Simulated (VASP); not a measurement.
Ga2PtF6:

```
CELL_PARAMETERS angstrom
0.00000 3.69011 3.69011
3.69011 0.00000 3.69011
3.69011 3.69011 0.00000
ATOMIC_POSITIONS crystal
Ga 0.75000 0.75000 0.75000
Ga 0.25000 0.25000 0.25000
Pt 0.00000 0.00000 0.00000
F 0.50000 0.00000 0.00000
F 0.00000 0.50000 0.50000
F 0.00000 0.50000 0.00000
F 0.50000 0.00000 0.50000
F 0.00000 0.00000 0.50000
F 0.50000 0.50000 0.00000
```

| Property | Result |
| --- | --- |
| Program | VASP 6.6.1 |
| Task | relaxation of cell and atoms |
| Functional | PBE |
| Potentials or basis | VASP PAW PBE potentials, release 64 (Ga_d, Pt, F) |
| Cutoff | 600 eV |
| k mesh | 4 × 4 × 4 |
| Occupations | gaussian, width 0.1 eV |
| Spin | no spin polarisation |

At the start: pressure 32.4 GPa; volume 11.17 Å³/atom.

Question: How do energy, volume and symmetry change on relaxing?

Answer: Over 3 steps the energy falls by 221.2 meV/atom and the volume is 13.78 Å³/atom (+23.4 %); space group Fm-3m (No. 225, to 0.05 Å).

Step by step:
| step | energy change (eV) | largest force (eV/Å) | pressure (GPa) | volume (Å³) |
| --- | --- | --- | --- | --- |
| 1 | 0.0000 | 0.0000 | 32.43 | 100.50 |
| 2 | -1.6626 | 0.0000 | -7.58 | 137.08 |
| 3 | -1.9905 | 0.0000 | 0.20 | 124.04 |

Final structure:
```
Ga Pt F
1.0
     0.00000    3.95828    3.95828
     3.95828    0.00000    3.95828
     3.95828    3.95828    0.00000
Ga Pt F
2 1 6
Direct
  0.75000 0.75000 0.75000
  0.25000 0.25000 0.25000
  0.00000 0.00000 0.00000
  0.50000 0.00000 0.00000
  0.00000 0.50000 0.50000
  0.00000 0.50000 0.00000
  0.50000 0.00000 0.50000
  0.00000 0.00000 0.50000
  0.50000 0.50000 0.00000
```

Caveat: the k points lie up to 0.34 Å⁻¹ apart in the final cell; the volume moved by over 15 % at a fixed basis, so the end points are rough.
